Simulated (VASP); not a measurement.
# RuS2 (C2/m) in VASP: single point with LDA+U

Aim: the single point of RuS2 with LDA+U.

All numbers are computed with VASP 6.6.1; they aren't measurements. Logs are shortened: lines on timing, memory, paths and dates and some standing lists are left out, and cuts for length are marked.

## 1. The cell of the first run

It takes space group C2/m (No. 12, monoclinic). Conventional cell: a = 6.220 Å, b = 3.813 Å, c = 4.386 Å, α = 90.00°, β = 90.04°, γ = 90.00°. Within 3.1 Å of Ru (site symmetry 2/m) lie 6 S at 2.32 to 2.57 Å. Within 3.1 Å of S (site symmetry m) lie 3 Ru at 2.32 to 2.57 Å and 3 S at 2.77 to 2.98 Å.

## 2. Single point, LDA+U, non-collinear spin, twin_end start, moments held on the sites

Contents of INCAR:

```
SYSTEM = RuS2
PREC = Accurate
ENCUT = 500
EDIFF = 1E-6
ISMEAR = 0
SIGMA = 0.05
LREAL = .FALSE.
LASPH = .TRUE.
NELM = 200
ALGO = Normal
ISIF = 2
LWAVE = .FALSE.
LCHARG = .FALSE.
LNONCOLLINEAR = .TRUE.
MAGMOM = 0 0 0.7 0 0 0.7 0 0 -0.05 0 0 -0.05 0 0 -0.05 0 0 -0.05
LORBIT = 11
I_CONSTRAINED_M = 2
LAMBDA = 10
M_CONSTR = 0 0 1 0 0 1 0 0 0 0 0 0 0 0 0 0 0 0
RWIGS = 1.46 1.05
ISYM = -1
AMIX = 0.2
BMIX = 1E-4
AMIX_MAG = 0.8
BMIX_MAG = 1E-4
LMAXMIX = 4
LDAU = .TRUE.
LDAUTYPE = 2
LDAUL = 2 -1
LDAUU = 4 0
LDAUJ = 0 0
LDAUPRINT = 1
NBANDS = 68
GGA_COMPAT = .FALSE.
KPAR = 4
```

Contents of KPOINTS:

```
Automatic mesh
0
G
  6 3 4
  0 0 0
```

Contents of POSCAR:

```
RuS2
1.0
    3.1102166100     -1.9066246500      0.0000000000
    6.2204332200      3.8132493000      0.0000000000
   -0.0030620500      0.0000000000      4.3860576300
Ru S
2 4
Direct
    0.0000000000      0.0000000000      0.0000000000
    0.0000000000      0.5000000000      0.0000000000
    0.6879000000      0.3439500000      0.2889000000
    0.3121000000      0.1560500000      0.7111000000
    0.6879000000      0.8439500000      0.2889000000
    0.3121000000      0.6560500000      0.7111000000
```

Potentials or basis: VASP PAW LDA potentials, release 64 (Ru_pv, S).

Launch:

```sh
$ cat potpaw_LDA.64/Ru_pv/POTCAR potpaw_LDA.64/S/POTCAR > POTCAR
$ mpirun -np 4 vasp_ncl > vasp.out
```

OUTCAR:

```text
SYSTEM = RuS2
   PREC = Accurate
   ENCUT = 500
   EDIFF = 1E-6
   ISMEAR = 0
   LREAL = .FALSE.
   LASPH = .TRUE.
   NELM = 200
   ISIF = 2
   LNONCOLLINEAR = .TRUE.
   LORBIT = 11
   ISYM = -1
   AMIX = 0.2
   AMIX_MAG = 0.8

 ion  position               nearest neighbor table
   1  0.000  0.000  0.000-   4 2.32   5 2.32   5 2.57   3 2.57   6 2.57   4 2.57
   2  0.000  0.500  0.000-   3 2.32   6 2.32   4 2.57   5 2.57   3 2.57   6 2.57
   3  0.688  0.344  0.289-   2 2.32   1 2.57   2 2.57
   4  0.312  0.156  0.711-   1 2.32   1 2.57   2 2.57
   5  0.688  0.844  0.289-   1 2.32   2 2.57   1 2.57
   6  0.312  0.656  0.711-   2 2.32   1 2.57   2 2.57

IMPORTANT INFORMATION: All symmetrisations will be switched off!
NOSYMM: (Re-)initialisation of all symmetry stuff for point group C_1.

----------------------------------------------------------------------------------------

                                     Primitive cell

  volume of cell :     104.0376

  direct lattice vectors                    reciprocal lattice vectors
     3.110216610 -1.906624650  0.000000000     0.160760507 -0.262243541  0.000112232
     6.220433220  3.813249300  0.000000000     0.080380254  0.131121771  0.000056116
    -0.003062050  0.000000000  4.386057630     0.000000000  0.000000000  0.227995180

  length of vectors
     3.648104291  7.296208582  4.386058699     0.307596535  0.153798267  0.227995180

  position of ions in fractional coordinates (direct lattice)
     0.000000000  0.000000000  0.000000000
     0.000000000  0.500000000  0.000000000
     0.687900000  0.343950000  0.288900000
     0.312100000  0.156050000  0.711100000
     0.687900000  0.843950000  0.288900000
     0.312100000  0.656050000  0.711100000

  ion indices of the primitive-cell ions
   primitive index   ion index
                 1           1
                 2           2
                 3           3
                 4           4
                 5           5
                 6           6

----------------------------------------------------------------------------------------

 KPOINTS: Automatic mesh

Automatic generation of k-mesh.
 Grid dimensions read from file:
 generate k-points for:    6    3    4

 Generating k-lattice:

  Cartesian coordinates                     Fractional coordinates (reciprocal lattice)
     0.026793418 -0.043707257  0.000018705     0.166666667  0.000000000 -0.000000000
     0.026793418  0.043707257  0.000018705     0.000000000  0.333333333 -0.000000000
     0.000000000  0.000000000  0.056998795     0.000000000  0.000000000  0.250000000

[... 232 lines left out ...]
 cond. band min:       6.8936104434   @ k =   0.1667   0.3333   0.5000
 fundamental gap:      0.0732609868
 Fermi energy:         6.8412805003

 k-point     1 :       0.0000    0.0000    0.0000
  band No.  band energies     occupation
      1     -36.7579      1.00000
      2     -36.7471      1.00000
      3     -35.9758      1.00000
      4     -35.9684      1.00000
      5     -35.9647      1.00000
      6     -35.9537      1.00000
[... 1597 lines left out ...]
     63      10.4138      0.00000
     64      10.6550      0.00000

 [... further k-points ...]

 [bands above 64 left out]

------------------------ aborting loop because EDIFF is reached ----------------------------------------

  FORCE on cell =-STRESS in cart. coord.  units (eV):
  Direction    XX          YY          ZZ          XY          YZ          ZX
  --------------------------------------------------------------------------------------
  -------------------------------------------------------------------------------------
  Total       -8.9588415    -11.4006353      0.3812967     -0.0008902      0.0004775     -4.2878712
  in kB     -137.9660628   -175.5696606      5.8719654     -0.0137096      0.0073530    -66.0331702
  external PRESSURE =    -102.5545860 kB  Pullay stress =       0.0000000 kB

 VOLUME and BASIS-vectors are now :
 -----------------------------------------------------------------------------
  energy-cutoff  :      500.00
  volume of cell :      104.04
      direct lattice vectors                 reciprocal lattice vectors
     3.110216610 -1.906624650  0.000000000     0.160760507 -0.262243541  0.000112232
     6.220433220  3.813249300  0.000000000     0.080380254  0.131121771  0.000056116
    -0.003062050  0.000000000  4.386057630     0.000000000  0.000000000  0.227995180

 POSITION                                       TOTAL-FORCE (eV/Angst)
 -----------------------------------------------------------------------------------
      0.00000      0.00000      0.00000         0.000000     -0.000000      0.000001
      3.11022      1.90662      0.00000        -0.000000      0.000000      0.000001
      4.27815      0.00000      1.26713        -0.833068     -0.000195     -1.105931
      1.93922      0.00000      3.11893         0.833544     -0.000094      1.105950
      7.38837      1.90662      1.26713        -0.833544      0.000094     -1.105951
      5.04944      1.90662      3.11893         0.833068      0.000195      1.105931
 -----------------------------------------------------------------------------------
    total drift:                                0.000000     -0.000000      0.000000

  FREE ENERGIE OF THE ION-ELECTRON SYSTEM (eV)
  ---------------------------------------------------
  free  energy   TOTEN  =       -31.4028055467 eV

  energy  without entropy=      -31.3999314792  energy(sigma->0) =      -31.40136851

 total charge

# of ion       s       p       d       tot
------------------------------------------
    1        0.317   6.232   5.895  12.445
    2        0.317   6.232   5.895  12.445
    3        1.370   2.237   0.000   3.607
    4        1.370   2.237   0.000   3.607
    5        1.370   2.237   0.000   3.607
    6        1.370   2.237   0.000   3.607
--------------------------------------------------
tot          6.115  21.412  11.791  39.317

 magnetization (x)

# of ion       s       p       d       tot
------------------------------------------
    1        0.000   0.000   0.000   0.000
    2       -0.000   0.000  -0.000  -0.000
    3        0.000  -0.000   0.000  -0.000
    4        0.000   0.000   0.000   0.000
    5        0.000   0.000   0.000   0.000
    6        0.000  -0.000   0.000  -0.000
--------------------------------------------------
tot          0.000  -0.000   0.000   0.000

 magnetization (y)

# of ion       s       p       d       tot
------------------------------------------
    1       -0.000  -0.000  -0.000  -0.000
    2       -0.000  -0.000  -0.000  -0.000
    3        0.000   0.000   0.000   0.000
    4        0.000   0.000   0.000   0.000
    5        0.000   0.000   0.000   0.000
    6        0.000   0.000   0.000   0.000
--------------------------------------------------
tot         -0.000   0.000  -0.000  -0.000

 magnetization (z)

# of ion       s       p       d       tot
------------------------------------------
    1        0.021   0.024   1.528   1.573
    2        0.021   0.024   1.528   1.573
    3        0.001  -0.015   0.000  -0.013
    4        0.001  -0.015   0.000  -0.013
    5        0.001  -0.015   0.000  -0.013
    6        0.001  -0.015   0.000  -0.013
--------------------------------------------------
tot          0.047  -0.011   3.057   3.093
```

Run time: 24 min. Hardware: 4 MPI ranks of Intel Xeon Platinum 8259CL at 2.50GHz (Skylake/Cascade Lake), shared host; peak memory 0.81 GiB.

Results:

* Free energy: -31.4028 eV
* Largest force: 1.385 eV/Å
* Band gap on the k mesh: zero (bands 52 and 53 overlap by 0.88 eV)
* Net moment: 3.23 μB per cell
* Valence electrons inside the program's atomic spheres: Ru 12.45; S 3.61

Forces on the atoms (eV/Å):
```
Ru   0.000  0.000  0.000
Ru   0.000  0.000  0.000
S   -0.833  0.000 -1.106
S    0.834  0.000  1.106
S   -0.834  0.000 -1.106
S    0.833  0.000  1.106
```

Moments on the atoms (μB; x, y, z):
```
Ru   0.00  0.00  1.57
Ru   0.00  0.00  1.57
S    0.00  0.00 -0.01
S    0.00  0.00 -0.01
S    0.00  0.00 -0.01
S    0.00  0.00 -0.01
```

Caveat: moments held by a penalty; forces of over 1 eV/Å act on the atoms, so gaps and moduli don't describe the material at rest.

The gap in the log of VASP goes by the Fermi energy; the results here count the filled bands.